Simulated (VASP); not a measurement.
Write the native input for VASP 6.6.1 that does the following.

| Quantity | Value |
| --- | --- |
| Task | single point |
| Functional | LDA |
| Potentials or basis | VASP PAW LDA potentials, release 64 (W_sv, C) |
| Cutoff | 520 eV |
| k mesh | 18 × 18 × 16 |
| Occupations | gaussian, width 0.15 eV |
| Spin | no spin polarisation |
| Dipole correction | no |
| Further INCAR settings | ALGO = Normal; EDIFF = 1e-07; NBANDS = 16 |

The structure of WC lies in POSCAR:

```
WC
1.0
    2.9005014360      0.0000000000      0.0000000000
   -1.4502507180      2.5119079273      0.0000000000
    0.0000000000      0.0000000000      2.8290000000
W C
1 1
Direct
    0.0000000000      0.0000000000      0.0000000000
    0.6666666667      0.3333333333      0.5000000000
```

One way to write it, as run:

INCAR

```
SYSTEM = WC
PREC = Accurate
ENCUT = 520
EDIFF = 1E-7
ISMEAR = 0
SIGMA = 0.15
LREAL = .FALSE.
LASPH = .TRUE.
NELM = 100
ALGO = Normal
ISIF = 2
LWAVE = .FALSE.
LCHARG = .FALSE.
GGA = CA
NBANDS = 16
```

KPOINTS

```
Automatic mesh
0
G
  18 18 16
  0 0 0
```

Potentials or basis: VASP PAW LDA potentials, release 64 (W_sv, C).

Run with:

```bash
$ cat potpaw_LDA.64/W_sv/POTCAR potpaw_LDA.64/C/POTCAR > POTCAR
$ mpirun -np 1 vasp_std > vasp.out
```

Results of the run:

| Quantity | Value |
| --- | --- |
| Pressure | -4.6 GPa |
| Band gap on the k mesh | zero (bands 9 and 10 overlap by 1.24 eV) |

Caveat: the cell stands under tension; spin-orbit coupling is left out, which moves the levels of the heavy elements.

Wall time 120 s on 1 thread of Intel Xeon 8259CL (shared host), peak memory 0.22 GiB.
